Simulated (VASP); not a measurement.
# Lu2AlH2: single point with r2SCAN

Crystal: Lu2AlH2.

```
CELL_PARAMETERS angstrom
0.00000 0.00000 3.71494
3.90714 -2.62859 1.85747
3.90714 2.62859 -1.85747
ATOMIC_POSITIONS crystal
Lu 0.50000 0.71113 0.71113
Lu 0.50000 0.28887 0.28887
H 0.78930 0.71070 0.28930
H 0.21070 0.28930 0.71070
Al 0.00000 0.00000 0.00000
```

```json
{
  "Program": "VASP 6.6.1",
  "Task": "single point",
  "Functional": "r2SCAN",
  "Potentials or basis": "VASP PAW PBE potentials, release 64 (Lu, H, Al)",
  "Cutoff": "520 eV",
  "k mesh": "8 × 8 × 8",
  "Occupations": "fermi-dirac, width 0.1 eV",
  "Spin": "no spin polarisation",
  "Dipole correction": "no",
  "Further INCAR settings": "ALGO = Normal; EDIFF = 1e-06; NBANDS = 36"
}
```

```yaml
Pressure: 0.6 GPa
Largest_force: 0.359 eV/Å
Band_gap_on_the_k_mesh: zero (an odd number of electrons rules out a gap without spin polarisation)
```

Forces on the atoms (eV/Å):
```
Lu  -0.300  0.000  0.000
Lu   0.300  0.000  0.000
H    0.000 -0.359  0.000
H    0.000  0.359  0.000
Al   0.000  0.000  0.000
```

Stress tensor (GPa, compression positive):
```
-3.05  0.00  0.00
 0.00  3.47  0.00
 0.00  0.00  1.47
```

Levels at points of the mesh, in eV from the Fermi level:
| k point | band 26 | band 27 | band 28 | band 29 | band 30 | band 31 |
| --- | --- | --- | --- | --- | --- | --- |
| (0.00, 0.00, 0.00) | -1.73 | -0.89 | 0.03 | 0.75 | 1.24 | 1.95 |
| (0.50, 0.00, 0.00) | -2.20 | -1.49 | -1.32 | 0.09 | 1.60 | 1.96 |
| (0.00, 0.50, 0.00) | -2.06 | 0.01 | 0.24 | 0.71 | 0.71 | 1.93 |
| (0.50, 0.50, 0.00) | -2.45 | -1.15 | -0.02 | 0.06 | 0.40 | 1.32 |
| (0.00, 0.50, 0.50) | -4.34 | -0.44 | 1.26 | 1.36 | 1.99 | 2.69 |

Run time: 32 min on 1 thread of Intel Xeon 8259CL, with other jobs on the host, peak memory 0.39 GiB.

Caveat: the stress differs along the axes, from -3 to 3 GPa; the PAW data sets were made with another functional, which shifts forces and pressure a little; spin-orbit coupling is left out, which moves the levels of the heavy elements.
